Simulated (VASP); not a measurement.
# TaO (P6/mmm) in VASP: a series of runs

TaO is run at these levels: PBE, B3LYP; tasks: single point.

All numbers are computed with VASP 6.6.1; they aren't measurements. Logs are shortened: lines on timing, memory, paths and dates and some standing lists are left out, and cuts for length are marked.

## Step 1: The cell of the first run

The structure is hexagonal, space group P6/mmm (No. 191). The conventional cell has a = 3.004 Å, b = 3.004 Å, c = 3.776 Å, α = 90.00°, β = 90.00°, γ = 120.00°. Ta (site symmetry 6/mmm) has 2 O at 1.89 Å within 2.5 Å. O (site symmetry 6/mmm) has 2 Ta at 1.89 Å within 2.5 Å.

## Step 2: Single point, PBE

Contents of INCAR:

```
PREC     = Accurate       # precision mode
ENCUT    = 700            # plane-wave cutoff, eV
EDIFF    = 1E-6           # SCF threshold, eV
ISMEAR   = -1             # smearing method
SIGMA    = 0.05           # smearing width, eV
LREAL    = False          # projectors in reciprocal space
LASPH    = True           # aspherical terms in the spheres
NELM     = 120            # most SCF steps
ALGO     = Normal         # electronic algorithm
ISIF     = 2              # what is computed and relaxed
LWAVE    = False          # write WAVECAR
LCHARG   = False          # write CHGCAR
GGA      = PE             # functional
NBANDS   = 16             # bands
GGA_COMPAT= False
```

Contents of KPOINTS:

```
regular mesh
0
Gamma
  10 10 7
```

Contents of POSCAR:

```
TaO
1.0
    3.0035187638      0.0000000000      0.0000000000
   -1.5017642798      2.6011243821      0.0000000000
    0.0000000000      0.0000000000      3.7763240408
Ta O
1 1
Direct
    0.0000000000      0.0000000000      0.5000000000
    0.0000000000      0.0000000000      0.0000000000
```

Potentials or basis: VASP PAW PBE potentials, release 64 (Ta_sv_GW, O).

The run is started by

```
> cat potpaw_PBE.64/Ta_sv_GW/POTCAR potpaw_PBE.64/O/POTCAR > POTCAR
> mpirun -np 1 vasp_std > vasp.out
```

OUTCAR:

```text
PREC = Accurate
   ENCUT = 700
   EDIFF = 1E-6
   ISMEAR = -1
   LREAL = False
   LASPH = True
   NELM = 120
   ISIF = 2
   GGA = PE

 ion  position               nearest neighbor table
   1  0.000  0.000  0.500-   2 1.89   2 1.89
   2  0.000  0.000  0.000-   1 1.89   1 1.89

  LATTYP: Found a hexagonal cell.
 ALAT       =     3.0035187638
 C/A-ratio  =     1.2572999664

  Lattice vectors:

 A1 = (   3.0035187638,   0.0000000000,   0.0000000000)
 A2 = (  -1.5017642798,   2.6011243821,   0.0000000000)
 A3 = (   0.0000000000,   0.0000000000,   3.7763240408)

Analysis of symmetry for initial positions (statically):
=====================================================================
 Subroutine PRICEL returns:
 Original cell was already a primitive cell.

 Routine SETGRP: Setting up the symmetry group for a
 hexagonal supercell.

 Subroutine GETGRP returns: Found 24 space group operations
 (whereof 24 operations were pure point group operations)
 out of a pool of 24 trial point group operations.

The static configuration has the point symmetry D_6h.

Analysis of symmetry for dynamics (positions and initial velocities):
=====================================================================
 Subroutine PRICEL returns:
 Original cell was already a primitive cell.

 Routine SETGRP: Setting up the symmetry group for a
 hexagonal supercell.

 Subroutine GETGRP returns: Found 24 space group operations
 (whereof 24 operations were pure point group operations)
 out of a pool of 24 trial point group operations.

The dynamic configuration has the point symmetry D_6h.

 Subroutine INISYM returns: Found 24 space group operations
 (whereof 24 operations are pure point group operations),
 and found     1 'primitive' translations

----------------------------------------------------------------------------------------

                                     Primitive cell

  volume of cell :      29.5026

  direct lattice vectors                    reciprocal lattice vectors
     3.003518764  0.000000000  0.000000000     0.332942818  0.192225191  0.000000000
    -1.501764280  2.601124382  0.000000000     0.000000000  0.384449128  0.000000000
     0.000000000  0.000000000  3.776324041     0.000000000  0.000000000  0.264807784

  length of vectors
     3.003518764  3.003521933  3.776324041     0.384449533  0.384449128  0.264807784

  position of ions in fractional coordinates (direct lattice)
     0.000000000  0.000000000  0.500000000
     0.000000000  0.000000000  0.000000000

  ion indices of the primitive-cell ions
   primitive index   ion index
                 1           1
                 2           2

----------------------------------------------------------------------------------------

 KPOINTS: regular mesh

Automatic generation of k-mesh.
 Grid dimensions read from file:
 generate k-points for:   10   10    7

 Generating k-lattice:

  Cartesian coordinates                     Fractional coordinates (reciprocal lattice)
     0.033294282  0.019222519  0.000000000     0.100000000 -0.000000000  0.000000000
     0.000000000  0.038444913  0.000000000     0.000000000  0.100000000  0.000000000
     0.000000000  0.000000000  0.037829683     0.000000000  0.000000000  0.142857143

  Length of vectors
     0.038444953  0.038444913  0.037829683

  Shift w.r.t. Gamma in fractional coordinates (k-lattice)
     0.000000000  0.000000000  0.000000000

 Subroutine IBZKPT returns following result:
 ===========================================

 Found     56 irreducible k-points:

 Following reciprocal coordinates:
            Coordinates               Weight
  0.000000  0.000000  0.000000      1.000000
  0.100000  0.000000  0.000000      6.000000
  0.200000  0.000000  0.000000      6.000000
  0.300000  0.000000  0.000000      6.000000
  0.400000  0.000000  0.000000      6.000000
  0.500000  0.000000  0.000000      3.000000
[... 16 lines left out ...]
  0.300000  0.100000  0.142857     24.000000
  0.400000  0.100000  0.142857     24.000000
 [... further k-points ...]
   k-points           NKPTS =     56   k-points in BZ     NKDIM =     56   number of bands    NBANDS=     16
   number of dos      NEDOS =    301   number of ions     NIONS =      2
   total plane-waves  NPLWV =  28224
   dimension x,y,z NGX =    28 NGY =   28 NGZ =   36
   dimension x,y,z NGXF=    56 NGYF=   56 NGZF=   72
   ions per type =               1   1
   NGX,Y,Z   is equivalent  to a cutoff of  15.50, 15.50, 15.85 a.u.
   NGXF,Y,Z  is equivalent  to a cutoff of  31.00, 31.00, 31.70 a.u.
 SYSTEM =  unknown system
   PREC   = accura    normal or accurate (medium, high low for compatibility)
   ISTART =      0    job   : 0-new  1-cont  2-samecut
   ICHARG =      2    charge: 1-file 2-atom 10-const
   ISPIN  =      1    spin polarized calculation?
   LNONCOLLINEAR =      F non collinear calculations
   LSORBIT =      F    spin-orbit coupling
   LASPH  =      T    aspherical Exc in radial PAW
   ENCUT  =  700.0 eV  51.45 Ry    7.17 a.u.   6.48  6.48  8.15*2*pi/ulx,y,z
   NELM   =    120;   NELMIN=  2; NELMDL= -5     # of ELM steps
   EDIFF  = 0.1E-05   stopping-criterion for ELM
   LREAL  =      F    real-space projection
[... 7 lines left out ...]
   TEBEG  =    0.0;   TEEND  =   0.0 temperature during run
   PSTRESS=    0.0 pullay stress
   NELECT =      19.0000    total number of electrons
   NUPDOWN=      -1.0000    fix difference up-down
   EMIN   =  10.00;   EMAX   =-10.00  energy-range for DOS
   EFERMI =   0.00;   METHOD = LEGACY
   ISMEAR =    -1;   SIGMA  =   0.05  broadening in eV -4-tet -1-fermi 0-gaus
   EFERMI_NEDOS =   21; number of points for ismear=-14 and -15
   IALGO  =     38    algorithm
   IMIX   =      4    mixing-type and parameters
     AMIX     =   0.40;   BMIX     =  1.00
     AMIX_MAG =   1.60;   BMIX_MAG =  1.00
  volume/ion in A,a.u.               =      14.75        99.55
  Fermi-wavevector in a.u.,A,eV,Ry     =   1.413749  2.671599 27.193795  1.998688
  Thomas-Fermi vector in A             =   2.535363
   LORBIT       =      0    0 simple, 1 ext, 2 COOP (PROOUT), +10 PAW based schemes
   GGA     = PE    functional components
   LHFCALC =     F    Hartree Fock is set to
   AEXX    =    0.0000 exact exchange contribution
   IVDW    =     0    specifies the selected vdW correction
   LEPSILON=     F    determine dielectric tensor
   LRPA    =     F    only Hartree local field effects (RPA)
 non-spin polarized calculation
  energy-cutoff  :      700.00
  volume of cell :       29.50
 maximum number of plane-waves:      1277
 NGX is ok and might be reduce to    28
   NGX = 13   NGY = 13   NGZ = 17

 number of electron      18.9999996 magnetization

 Free energy of the ion-electron system (eV)
  ---------------------------------------------------
  ext. energy  EPLUGINS =         0.00000000
  ---------------------------------------------------
  free energy    TOTEN  =       -21.95226288 eV

  energy without entropy =      -21.93000890  energy(sigma->0) =      -21.94113589

 E-fermi :   7.2243     XC(G=0): -11.5798

 val. band max:        7.1931830904   @ k =   0.3000   0.3000   0.4286
 cond. band min:       7.2315458718   @ k =   0.3000   0.2000   0.2857
 fundamental gap:      0.0383627814
 Fermi energy:         7.2243342436

 k-point     1 :       0.0000    0.0000    0.0000
  band No.  band energies     occupation
      1     -60.8265      2.00000
      2     -27.6358      2.00000
      3     -26.8686      2.00000
      4     -26.8686      2.00000
      5     -12.6077      2.00000
      6       1.7315      2.00000
[... 8 lines left out ...]
     15      15.3167      0.00000
     16      19.0742      0.00000

 k-point     2 :       0.1000    0.0000    0.0000
  band No.  band energies     occupation
      1     -60.8214      2.00000
      2     -27.6265      2.00000
      3     -26.9402      2.00000
      4     -26.8851      2.00000
      5     -12.5607      2.00000
      6       1.9945      2.00000
[... 8 lines left out ...]
     15      16.2296      0.00000
     16      19.3062      0.00000

 k-point     3 :       0.2000    0.0000    0.0000
  band No.  band energies     occupation
      1     -60.8082      2.00000
      2     -27.6021      2.00000
      3     -27.1242      2.00000
      4     -26.9282      2.00000
      5     -12.4361      2.00000
      6       2.4561      2.00000
[... 8 lines left out ...]
     15      18.0312      0.00000
     16      19.9328      0.00000

 k-point     4 :       0.3000    0.0000    0.0000
  band No.  band energies     occupation
      1     -60.7919      2.00000
      2     -27.5718      2.00000
      3     -27.3449      2.00000
      4     -26.9808      2.00000
      5     -12.2779      2.00000
      6       2.4544      2.00000
[... 8 lines left out ...]
     15      19.5831      0.00000
     16      20.3564      0.00000

 k-point     5 :       0.4000    0.0000    0.0000
  band No.  band energies     occupation
      1     -60.7786      2.00000
      2     -27.5472      2.00000
      3     -27.5186      2.00000
      4     -27.0229      2.00000
      5     -12.1461      2.00000
      6       2.1987      2.00000
[... 8 lines left out ...]
     15      18.7801      0.00000
     16      20.1806      0.00000

 k-point     6 :       0.5000    0.0000    0.0000
  band No.  band energies     occupation
      1     -60.7735      2.00000
      2     -27.5838      2.00000
      3     -27.5378      2.00000
      4     -27.0388      2.00000
      5     -12.0948      2.00000
      6       2.0779      2.00000
[... 8 lines left out ...]
     15      17.8802      0.00000
     16      20.2447      0.00000

 k-point     7 :       0.1000    0.1000    0.0000
  band No.  band energies     occupation
      1     -60.8124      2.00000
      2     -27.6097      2.00000
      3     -27.0626      2.00000
      4     -26.9203      2.00000
      5     -12.4749      2.00000
      6       2.3642      2.00000
[... 8 lines left out ...]
     15      17.5685      0.00000
     16      19.7551      0.00000

 k-point     8 :       0.2000    0.1000    0.0000
  band No.  band energies     occupation
      1     -60.7976      2.00000
      2     -27.5823      2.00000
      3     -27.2521      2.00000
      4     -26.9809      2.00000
      5     -12.3332      2.00000
      6       2.5420      2.00000
[... 8 lines left out ...]
     15      19.3675      0.00000
     16      20.5125      0.00000

 k-point     9 :       0.3000    0.1000    0.0000
  band No.  band energies     occupation
      1     -60.7827      2.00000
      2     -27.5548      2.00000
      3     -27.4360      2.00000
      4     -27.0414      2.00000
      5     -12.1875      2.00000
      6       2.3543      2.00000
[... 8 lines left out ...]
     15      19.8057      0.00000
     16      20.6302      0.00000
[... 172 lines left out ...]
 k-point    19 :       0.4000    0.0000    0.1429
  band No.  band energies     occupation
      1     -60.7783      2.00000
      2     -27.5858      2.00000
      3     -27.5167      2.00000
      4     -27.0215      2.00000
      5     -11.8502      2.00000
      6       1.8495      2.00000
[... 8 lines left out ...]
     15      17.9032      0.00000
     16      20.3210      0.00000

 k-point    20 :       0.5000    0.0000    0.1429
  band No.  band energies     occupation
      1     -60.7732      2.00000
      2     -27.5819      2.00000
      3     -27.5760      2.00000
      4     -27.0374      2.00000
      5     -11.7993      2.00000
      6       1.6893      2.00000
[... 8 lines left out ...]
     15      17.5553      0.00000
     16      19.9269      0.00000

 k-point    21 :       0.1000    0.1000    0.1429
  band No.  band energies     occupation
      1     -60.8120      2.00000
      2     -27.6503      2.00000
      3     -27.0611      2.00000
      4     -26.9189      2.00000
      5     -12.1746      2.00000
      6       2.4068      2.00000
[... 8 lines left out ...]
     15      17.4881      0.00000
     16      21.3450      0.00000

 k-point    22 :       0.2000    0.1000    0.1429
  band No.  band energies     occupation
      1     -60.7972      2.00000
      2     -27.6221      2.00000
      3     -27.2504      2.00000
      4     -26.9795      2.00000
      5     -12.0350      2.00000
      6       2.4107      2.00000
[... 8 lines left out ...]
     15      18.3943      0.00000
     16      21.4001      0.00000

 k-point    23 :       0.3000    0.1000    0.1429
  band No.  band energies     occupation
      1     -60.7824      2.00000
      2     -27.5937      2.00000
      3     -27.4342      2.00000
      4     -27.0400      2.00000
      5     -11.8912      2.00000
      6       2.0578      2.00000
[... 8 lines left out ...]
     15      18.6862      0.00000
     16      20.7469      0.00000

 k-point    24 :       0.4000    0.1000    0.1429
  band No.  band energies     occupation
      1     -60.7732      2.00000
      2     -27.5760      2.00000
      3     -27.5454      2.00000
      4     -27.0771      2.00000
      5     -11.7998      2.00000
      6       1.7975      2.00000
[... 8 lines left out ...]
     15      18.0027      0.00000
     16      20.0734      0.00000

 [... further k-points ...]

------------------------ aborting loop because EDIFF is reached ----------------------------------------

  FORCE on cell =-STRESS in cart. coord.  units (eV):
  Direction    XX          YY          ZZ          XY          YZ          ZX
  --------------------------------------------------------------------------------------
  -------------------------------------------------------------------------------------
  Total        0.9046110      0.9046116      5.4577000     -0.0000017      0.0000000      0.0000000
  in kB       49.1260383     49.1260698    296.3872492     -0.0000925      0.0000000      0.0000000
  external PRESSURE =     131.5464524 kB  Pullay stress =       0.0000000 kB

 VOLUME and BASIS-vectors are now :
 -----------------------------------------------------------------------------
  energy-cutoff  :      700.00
  volume of cell :       29.50
      direct lattice vectors                 reciprocal lattice vectors
     3.003518764  0.000000000  0.000000000     0.332942818  0.192225191  0.000000000
    -1.501764280  2.601124382  0.000000000     0.000000000  0.384449128  0.000000000
     0.000000000  0.000000000  3.776324041     0.000000000  0.000000000  0.264807784

 POSITION                                       TOTAL-FORCE (eV/Angst)
 -----------------------------------------------------------------------------------
      0.00000      0.00000      1.88816         0.000000      0.000000      0.000000
      0.00000      0.00000      0.00000         0.000000      0.000000      0.000000
 -----------------------------------------------------------------------------------
    total drift:                               -0.000000     -0.000000      0.000000

  FREE ENERGIE OF THE ION-ELECTRON SYSTEM (eV)
  ---------------------------------------------------
  free  energy   TOTEN  =       -21.9522628828 eV

  energy  without entropy=      -21.9300089009  energy(sigma->0) =      -21.94113589
```

Wall time 34 s (1 thread of Intel Xeon Platinum 8259CL at 2.50GHz (Skylake/Cascade Lake), shared host); peak memory 0.21 GiB.

Results:

- Free energy: -21.9523 eV
- Pressure: 13.2 GPa
- Band gap on the k mesh: zero (an odd number of electrons rules out a gap without spin polarisation)

Caveat: the stress differs along the axes, from 5 to 30 GPa; spin-orbit coupling is left out, which moves the levels of the heavy elements; an odd number of electrons without spin polarisation forces a metal; a magnetic or distorted state may lie lower.

## Step 3: Single point, B3LYP

This run uses another cell than the first one, of 15.69 Å³/atom.

Contents of POSCAR:

```
TaO
1.0
    3.0661100000      0.0000000000      0.0000000000
   -1.5330600000      2.6553300000      0.0000000000
    0.0000000000      0.0000000000      3.8550200000
Ta O
1 1
Direct
    0.0000000000      0.0000000000      0.5000000000
    0.0000000000      0.0000000000      0.0000000000
```

Contents of INCAR.step1:

```
  ALGO = Normal
  EDIFF = 1E-5
  ENCUT = 520
  GGA = PE
  GGA_COMPAT = False
  ISIF = 2
  ISMEAR = -1
  LASPH = True
  LCHARG = False
  LREAL = False
  LWAVE = True
  NBANDS = 16
  NELM = 120
  PREC = Accurate
  SIGMA = 0.05
```

Contents of INCAR.step2:

```
  AEXX = 0.2
  AGGAC = 0.81
  AGGAX = 0.72
  ALDAC = 0.19
  ALGO = Normal
  EDIFF = 1E-6
  ENCUT = 520
  GGA = B3
  GGA_COMPAT = False
  ISIF = 2
  ISMEAR = -1
  ISTART = 1
  LASPH = True
  LCHARG = False
  LHFCALC = True
  LREAL = False
  LWAVE = False
  NBANDS = 16
  NELM = 120
  PREC = Accurate
  PRECFOCK = Normal
  SIGMA = 0.05
```

Contents of KPOINTS:

```
k-points
0
Gamma
  5 5 4
```

Potentials or basis: VASP PAW PBE potentials, release 64 (Ta_sv_GW, O).

The run is started by

```
> cat potpaw_PBE.64/Ta_sv_GW/POTCAR potpaw_PBE.64/O/POTCAR > POTCAR
> cp INCAR.step1 INCAR
> mpirun -np 1 vasp_std > vasp.out
> cp INCAR.step2 INCAR
> mpirun -np 1 vasp_std > vasp.out
```

Wall time 15 min (1 thread of Intel Xeon Platinum 8175M at 2.50GHz (Skylake/Cascade Lake), shared host); peak memory 0.17 GiB.

It converged, with:

```
Free energy            : -25.2007 eV
Pressure               : -0.8 GPa
Band gap on the k mesh : zero (an odd number of electrons rules out a gap without spin polarisation)
```

Stress tensor (GPa, compression positive):
```
 0.84  0.00  0.00
 0.00  0.84  0.00
 0.00  0.00 -4.01
```

Levels at points of the mesh, in eV from the Fermi level:
```
           k point  band 7  band 8  band 9  band 10  band 11  band 12
(0.00, 0.00, 0.00)   -4.88   -3.56   -3.56     0.74     0.74     3.81
(0.00, 0.00, 0.50)   -6.04   -4.68   -4.68     0.84     0.84     4.89
```

Caveat: the k points lie up to 0.47 Å⁻¹ apart, too coarse for converged energies and pressures of a metal; the PAW data sets were made with another functional, which shifts forces and pressure a little; spin-orbit coupling is left out, which moves the levels of the heavy elements; an odd number of electrons without spin polarisation forces a metal; a magnetic or distorted state may lie lower.

The gap in the log of VASP goes by the Fermi energy; the results here count the filled bands.